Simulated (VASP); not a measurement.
# Ge (Fd-3m) in VASP: a series of runs, part 2 of 2

VASP 6.6.1. The steps go on from the part before.

**5. Single point, PBE, non-collinear spin, zero start, spin-orbit coupling**

This run uses another cell than the first one, of 22.64 Å³/atom, 0.962 times its volume.

The input, INCAR:

```
PREC     = Accurate       # precision mode
ENCUT    = 520            # plane-wave cutoff, eV
EDIFF    = 1E-6           # SCF threshold, eV
ISMEAR   = -1             # smearing method
SIGMA    = 0.05           # smearing width, eV
LREAL    = F              # projectors in reciprocal space
LASPH    = T              # aspherical terms in the spheres
NELM     = 150            # most SCF steps
ALGO     = Normal         # electronic algorithm
ISIF     = 2              # what is computed and relaxed
LWAVE    = F              # write WAVECAR
LCHARG   = F              # write CHGCAR
MAGMOM   = 0 0 0 0 0 0    # initial moments
LORBIT   = 11             # projections on sites
LSORBIT  = T              # spin-orbit coupling
GGA_COMPAT= F            
LORBMOM  = T            
GGA      = PE             # functional
NBANDS   = 40             # bands
```

The input, KPOINTS:

```
Automatic mesh
0
Gamma
  6 6 6
```

The input, POSCAR:

```
Ge
1.0
    0.0000000000      2.8289100000      2.8289100000
    2.8289100000      0.0000000000      2.8289100000
    2.8289100000      2.8289100000      0.0000000000
Ge
2
Direct
    0.7500000000      0.7500000000      0.7500000000
    0.5000000000      0.5000000000      0.5000000000
```

Potentials or basis: VASP PAW PBE potentials, release 64 (Ge_d).

Command:

```
$ cat potpaw_PBE.64/Ge_d/POTCAR > POTCAR
$ mpirun -np 1 vasp_ncl > vasp.out
```

OUTCAR:

```text
PREC = Accurate
   ENCUT = 520
   EDIFF = 1E-6
   ISMEAR = -1
   LREAL = F
   LASPH = T
   NELM = 150
   ISIF = 2
   LORBIT = 11
   LSORBIT = T
   GGA = PE

 ion  position               nearest neighbor table
   1  0.750  0.750  0.750-   2 2.45   2 2.45   2 2.45   2 2.45
   2  0.500  0.500  0.500-   1 2.45   1 2.45   1 2.45   1 2.45

  LATTYP: Found a face centered cubic cell.
 ALAT       =     5.6578200000

  Lattice vectors:

 A1 = (   0.0000000000,   2.8289100000,   2.8289100000)
 A2 = (   2.8289100000,   0.0000000000,   2.8289100000)
 A3 = (   2.8289100000,   2.8289100000,   0.0000000000)

Analysis of symmetry for initial positions (statically):
=====================================================================
 Subroutine PRICEL returns:
 Original cell was already a primitive cell.

 Routine SETGRP: Setting up the symmetry group for a
 face centered cubic supercell.

 Subroutine GETGRP returns: Found 48 space group operations
 (whereof 24 operations were pure point group operations)
 out of a pool of 48 trial point group operations.

The static configuration has the point symmetry T_d .
 The point group associated with its full space group is O_h .

Analysis of symmetry for dynamics (positions and initial velocities):
=====================================================================
 Subroutine PRICEL returns:
 Original cell was already a primitive cell.

 Routine SETGRP: Setting up the symmetry group for a
 face centered cubic supercell.

 Subroutine GETGRP returns: Found 48 space group operations
 (whereof 24 operations were pure point group operations)
 out of a pool of 48 trial point group operations.

The dynamic configuration has the point symmetry T_d .
 The point group associated with its full space group is O_h .

Analysis of structural, dynamic, and magnetic symmetry:
=====================================================================
 Subroutine PRICEL returns:
 Original cell was already a primitive cell.

 Routine SETGRP: Setting up the symmetry group for a
 face centered cubic supercell.

 Subroutine GETGRP returns: Found 48 space group operations
 (whereof 24 operations were pure point group operations)
 out of a pool of 48 trial point group operations.

The overall configuration has the point symmetry T_d .
 The point group associated with its full space group is O_h .

 Subroutine INISYM returns: Found 48 space group operations
 (whereof 24 operations are pure point group operations),
 and found     1 'primitive' translations

----------------------------------------------------------------------------------------

                                     Primitive cell

  volume of cell :      45.2780

  direct lattice vectors                    reciprocal lattice vectors
     0.000000000  2.828910000  2.828910000    -0.176746521  0.176746521  0.176746521
     2.828910000  0.000000000  2.828910000     0.176746521 -0.176746521  0.176746521
     2.828910000  2.828910000  0.000000000     0.176746521  0.176746521 -0.176746521
[... 824 lines left out ...]

  FORCE on cell =-STRESS in cart. coord.  units (eV):
  Direction    XX          YY          ZZ          XY          YZ          ZX
  --------------------------------------------------------------------------------------
  -------------------------------------------------------------------------------------
  Total        1.0395142      1.0395142      1.0395142      0.0000000      0.0000000     -0.0000000
  in kB       36.7835469     36.7835469     36.7835469      0.0000000      0.0000000     -0.0000000
  external PRESSURE =      36.7835469 kB  Pullay stress =       0.0000000 kB

 VOLUME and BASIS-vectors are now :
 -----------------------------------------------------------------------------
  energy-cutoff  :      520.00
  volume of cell :       45.28
      direct lattice vectors                 reciprocal lattice vectors
     0.000000000  2.828910000  2.828910000    -0.176746521  0.176746521  0.176746521
     2.828910000  0.000000000  2.828910000     0.176746521 -0.176746521  0.176746521
     2.828910000  2.828910000  0.000000000     0.176746521  0.176746521 -0.176746521

 POSITION                                       TOTAL-FORCE (eV/Angst)
 -----------------------------------------------------------------------------------
      4.24336      4.24336      4.24336         0.000000      0.000000      0.000000
      2.82891      2.82891      2.82891        -0.000000     -0.000000     -0.000000
 -----------------------------------------------------------------------------------
    total drift:                                0.000000      0.000000      0.000000

  FREE ENERGIE OF THE ION-ELECTRON SYSTEM (eV)
  ---------------------------------------------------
  free  energy   TOTEN  =        -8.9842203147 eV

  energy  without entropy=       -8.9826064968  energy(sigma->0) =       -8.98341341

 orbital moment (x)

 # of ion     p       d       tot
 ----------------------------------------
  1         0.000  -0.000   0.000
  2        -0.000  -0.000  -0.000
 ----------------------------------------
           -0.000  -0.000  -0.000

 orbital moment (y)

 # of ion     p       d       tot
 ----------------------------------------
  1        -0.000  -0.000  -0.000
  2        -0.000  -0.000  -0.000
 ----------------------------------------
           -0.000  -0.000  -0.000

 orbital moment (z)

 # of ion     p       d       tot
 ----------------------------------------
  1         0.000  -0.000  -0.000
  2         0.000  -0.000  -0.000
 ----------------------------------------
            0.000  -0.000  -0.000

 Spin-Orbit-Coupling matrix elements

 Ion:    1  E_soc:     -0.0185916
 l=   1
     0.0000000    -0.0021487    -0.0021487
    -0.0021487     0.0000000    -0.0021487
    -0.0021487    -0.0021487     0.0000000
 l=   2
     0.0000000    -0.0001890     0.0000000    -0.0001890    -0.0007609
    -0.0001890     0.0000000    -0.0005706    -0.0001890    -0.0001902
     0.0000000    -0.0005706     0.0000000    -0.0005706     0.0000000
    -0.0001890    -0.0001890    -0.0005706     0.0000000    -0.0001902
    -0.0007609    -0.0001902     0.0000000    -0.0001902     0.0000000
 l=   3
     0.0000000     0.0000000     0.0000000     0.0000000     0.0000000     0.0000000     0.0000000
     0.0000000     0.0000000     0.0000000     0.0000000     0.0000000     0.0000000     0.0000000
     0.0000000     0.0000000     0.0000000     0.0000000     0.0000000     0.0000000     0.0000000
     0.0000000     0.0000000     0.0000000     0.0000000     0.0000000     0.0000000     0.0000000
     0.0000000     0.0000000     0.0000000     0.0000000     0.0000000     0.0000000     0.0000000
     0.0000000     0.0000000     0.0000000     0.0000000     0.0000000     0.0000000     0.0000000
     0.0000000     0.0000000     0.0000000     0.0000000     0.0000000     0.0000000     0.0000000

 Ion:    2  E_soc:     -0.0185916
 l=   1
     0.0000000    -0.0021487    -0.0021487
    -0.0021487     0.0000000    -0.0021487
    -0.0021487    -0.0021487     0.0000000
 l=   2
     0.0000000    -0.0001890     0.0000000    -0.0001890    -0.0007609
    -0.0001890     0.0000000    -0.0005706    -0.0001890    -0.0001902
     0.0000000    -0.0005706     0.0000000    -0.0005706     0.0000000
    -0.0001890    -0.0001890    -0.0005706     0.0000000    -0.0001902
    -0.0007609    -0.0001902     0.0000000    -0.0001902     0.0000000
 l=   3
     0.0000000     0.0000000     0.0000000     0.0000000     0.0000000     0.0000000     0.0000000
     0.0000000     0.0000000     0.0000000     0.0000000     0.0000000     0.0000000     0.0000000
     0.0000000     0.0000000     0.0000000     0.0000000     0.0000000     0.0000000     0.0000000
     0.0000000     0.0000000     0.0000000     0.0000000     0.0000000     0.0000000     0.0000000
     0.0000000     0.0000000     0.0000000     0.0000000     0.0000000     0.0000000     0.0000000
     0.0000000     0.0000000     0.0000000     0.0000000     0.0000000     0.0000000     0.0000000
     0.0000000     0.0000000     0.0000000     0.0000000     0.0000000     0.0000000     0.0000000

 total charge

# of ion       s       p       d       tot
------------------------------------------
    1        1.126   1.270  10.024  12.420
    2        1.126   1.270  10.024  12.420
--------------------------------------------------
tot          2.252   2.541  20.047  24.840

 magnetization (x)

# of ion       s       p       d       tot
------------------------------------------
    1       -0.000   0.000  -0.000   0.000
    2       -0.000   0.000  -0.000   0.000
--------------------------------------------------
tot         -0.000   0.000  -0.000   0.000

 magnetization (y)

# of ion       s       p       d       tot
------------------------------------------
    1       -0.000   0.000   0.000   0.000
    2       -0.000   0.000   0.000   0.000
--------------------------------------------------
tot         -0.000   0.000   0.000   0.000

 magnetization (z)

# of ion       s       p       d       tot
------------------------------------------
    1       -0.000   0.000   0.000  -0.000
    2       -0.000   0.000   0.000  -0.000
--------------------------------------------------
tot         -0.000   0.000   0.000  -0.000
```

It took 68 s on 1 thread of Intel Xeon 6975P-C, shared host; peak memory 0.28 GiB.

What came out:

| Property | Result |
| --- | --- |
| Free energy | -8.9842 eV |
| Pressure | 3.7 GPa |
| Net moment | 0.00 μB per cell |
| Valence electrons inside the program's atomic spheres | Ge 12.42 |

Moments on the atoms (μB; x, y, z):
```
Ge  0.00 0.00 0.00
Ge  0.00 0.00 0.00
```

**6. The runs side by side**

| level | spin | fixed moment (μB) | cell | k mesh | smearing | pressure (GPa) | moment (μB) |
| --- | --- | --- | --- | --- | --- | --- | --- |
| PBE+D4 | collinear | 1.0 | a = 4.053 Å, angles 60.0°, 2 atoms | 8 × 8 × 8 | fermi-dirac 0.1 eV | 3.4 | 1.00 |
| PBE+D4 | collinear | 1.0 | a = 4.079 Å, angles 60.0°, 2 atoms | 8 × 8 × 8 | fermi-dirac 0.1 eV | 2.0 | 1.00 |
| PBE+D3(BJ) | off | - | a = 4.031 Å, angles 60.0°, 2 atoms | 8 × 8 × 8 | fermi-dirac 0.05 eV | -0.1 | - |
| PBE | non-collinear, zero start, SOC | - | a = 4.001 Å, angles 60.0°, 2 atoms | 6 × 6 × 6 | fermi-dirac 0.05 eV | 3.7 | 0.00 |

Alike in all rows: task single point; potentials or basis VASP PAW PBE potentials, release 64 (Ge_d); cutoff (eV) 520.

Caveats: the total moment is fixed, so each spin has its own Fermi level (some runs); pairwise dispersion overbinds metals, which lowers pressure and volume (some runs).

Absolute energies hang on the potentials; compare differences alone.

**7. Comparison with measurements**

Step 4. A measured gap of Ge is 0.666 eV (indirect; 293 K; “Electronic and optical properties of SixGe1-x-ySny alloys lattice-matched to Ge”, 2021, arxiv:2109.02782); the calculated 0.00 eV misses it by -0.67 eV. 3 values of this kind are on record (0.666 to 0.807 eV); this one was drawn at random among those near their median. Spin-orbit coupling on Ge is left out. The value is that of PBE+D3(BJ) on a finite k mesh, which can miss the band edges, without temperature or zero-point motion. Semilocal functionals fall short of measured gaps as a rule.
